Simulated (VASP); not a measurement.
A run of VASP 6.6.1 is set up as follows.

Contents of INCAR:

```
PREC     = Accurate       # precision mode
ENCUT    = 500            # plane-wave cutoff, eV
EDIFF    = 1E-6           # SCF threshold, eV
ISMEAR   = 0              # smearing method
SIGMA    = 0.05           # smearing width, eV
LREAL    = False          # projectors in reciprocal space
LASPH    = True           # aspherical terms in the spheres
NELM     = 200            # most SCF steps
ALGO     = Normal         # electronic algorithm
ISIF     = 2              # what is computed and relaxed
LWAVE    = False          # write WAVECAR
LCHARG   = True           # write CHGCAR
ISPIN    = 2              # spin polarisation
MAGMOM   = 0.5            # initial moments
LORBIT   = 11             # projections on sites
LMAXMIX  = 4              # l up to which the mixer works
GGA      = PE             # functional
LELF     = True           # ELF
LVHAR    = True         
NBANDS   = 16             # bands
GGA_COMPAT= False
```

Contents of KPOINTS:

```
Automatic mesh
0
Gamma
  20 20 20
```

File POSCAR:

```
Cr
1.0
    0.0000000000      1.8106427997      1.8106427997
    1.8106427997      0.0000000000      1.8106427997
    1.8106427997      1.8106427997      0.0000000000
Cr
1
Direct
    0.0000000000      0.0000000000      0.0000000000
```

Potentials or basis: VASP PAW PBE potentials, release 64 (Cr_pv).

Command:

```bash
$ cat potpaw_PBE.64/Cr_pv/POTCAR > POTCAR
$ mpirun -np 1 vasp_std > vasp.out
```

(1) Predict the band gap on the k mesh.

(2) Predict the pressure.

Results:

(1) zero (filled and empty bands overlap).

(2) -0.6 GPa.
